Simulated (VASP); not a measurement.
Wanted: the native input for a VASP 6.6.1 run.

```
Task                   : single point
Functional             : LDA
Potentials or basis    : VASP PAW LDA potentials, release 64 (Ta_sv_GW, N)
Cutoff                 : 700 eV
k mesh                 : 18 × 18 × 18
Occupations            : gaussian, width 0.15 eV
Spin                   : no spin polarisation
Dipole correction      : no
Further INCAR settings : ALGO = Normal; EDIFF = 1e-06; NBANDS = 16
```

The structure of TaN lies in POSCAR:

```
TaN
1.0
    0.0000000000      2.1742693740      2.1742693740
    2.1742693740      0.0000000000      2.1742693740
    2.1742693740      2.1742693740      0.0000000000
Ta N
1 1
Direct
    0.5000000000      0.5087225680      0.5000000000
    0.0000000000     -0.1126815301      0.0000000000
```

This cell differs from its parent crystal: atoms displaced along several vibrational modes.

These files were run (other wordings do the same):

INCAR

```
SYSTEM = TaN
ALGO = Normal ; EDIFF = 1E-6
ENCUT = 700 ; GGA_COMPAT = .FALSE.
ISIF = 2 ; ISMEAR = 0
LASPH = .TRUE. ; LCHARG = .FALSE.
LREAL = .FALSE. ; LWAVE = .FALSE.
NBANDS = 16 ; NELM = 120
PREC = Accurate ; SIGMA = 0.15
```

KPOINTS

```
k-points
0
G
  18 18 18
  0 0 0
```

Potentials or basis: VASP PAW LDA potentials, release 64 (Ta_sv_GW, N).

Command:

```bash
$ cat potpaw_LDA.64/Ta_sv_GW/POTCAR potpaw_LDA.64/N/POTCAR > POTCAR
$ mpirun -np 1 vasp_std > vasp.out
```

It gave:

* Pressure: 26.6 GPa
* Largest force: 4.557 eV/Å
* Band gap on the k mesh: zero (bands 9 and 10 overlap by 2.74 eV)

Caveat: the cell differs from its parent crystal (atoms displaced along several vibrational modes); the stress differs along the axes, from 1 to 39 GPa; spin-orbit coupling is left out, which moves the levels of the heavy elements; forces of over 1 eV/Å act on the atoms, so gaps and moduli don't describe the material at rest.

It took 8.9 min on 1 thread of Intel(R) Xeon(R) Platinum 8259CL CPU @ 2.50GHz (Skylake/Cascade Lake), with other jobs on the host, peak memory 0.57 GiB.
